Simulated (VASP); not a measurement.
Write the native input for VASP 6.6.1 that does the following.

| Quantity | Value |
| --- | --- |
| Task | single point |
| Functional | PBE |
| Potentials or basis | VASP PAW PBE potentials, release 64 (Mn_sv, O) |
| Cutoff | 600 eV |
| k mesh | 12 × 12 × 12 |
| Occupations | gaussian, width 0.05 eV |
| Spin | collinear spin, ferromagnetic start |
| Starting moments | [5.0, 0.0] μB |
| Hubbard terms | Mn d U = 3.9 eV |
| Dipole correction | no |
| Further INCAR settings | ALGO = Normal; EDIFF = 1e-06; NBANDS = 22 |

The structure of MnO lies in POSCAR:

```
MnO
1.0
    0.0000000000      2.2293821140      2.2293821140
    2.2293821140      0.0000000000      2.2293821140
    2.2293821140      2.2293821140      0.0000000000
Mn O
1 1
Direct
    0.0000000000      0.0000000000      0.0000000000
    0.5000000000      0.5000000000      0.5000000000
```

The input as run:

INCAR

```
  ALGO = Normal
  EDIFF = 1E-6
  ENCUT = 600
  GGA = PE
  GGA_COMPAT = F
  ISIF = 2
  ISMEAR = 0
  ISPIN = 2
  LASPH = T
  LCHARG = F
  LDAU = T
  LDAUJ = 0 0
  LDAUL = 2 -1
  LDAUPRINT = 1
  LDAUTYPE = 2
  LDAUU = 3.9 0
  LMAXMIX = 4
  LORBIT = 11
  LREAL = F
  LWAVE = F
  MAGMOM = 5 0
  NBANDS = 22
  NELM = 200
  PREC = Accurate
  SIGMA = 0.05
```

KPOINTS

```
k-points
0
Gamma
  12 12 12
```

Potentials or basis: VASP PAW PBE potentials, release 64 (Mn_sv, O).

Run with:

```console
$ cat potpaw_PBE.64/Mn_sv/POTCAR potpaw_PBE.64/O/POTCAR > POTCAR
$ mpirun -np 1 vasp_std > vasp.out
```

It gave:

```
Pressure                                              : 3.5 GPa
Band gap on the k mesh                                : 0.15 eV (least direct gap 2.65 eV)
Net moment                                            : 5.00 μB per cell
Site moments                                          : Mn +4.49; O +0.17 μB
Valence electrons inside the program's atomic spheres : Mn 12.87; O 5.00
```

Caveat: the cell stands under pressure; a cell with one magnetic atom can't hold antiferromagnetic order, which such compounds often take.

Run time: 61 s on 1 thread of AMD EPYC 9R45 96-Core Processor (Zen 5), with other jobs on the host, peak memory 0.18 GiB.
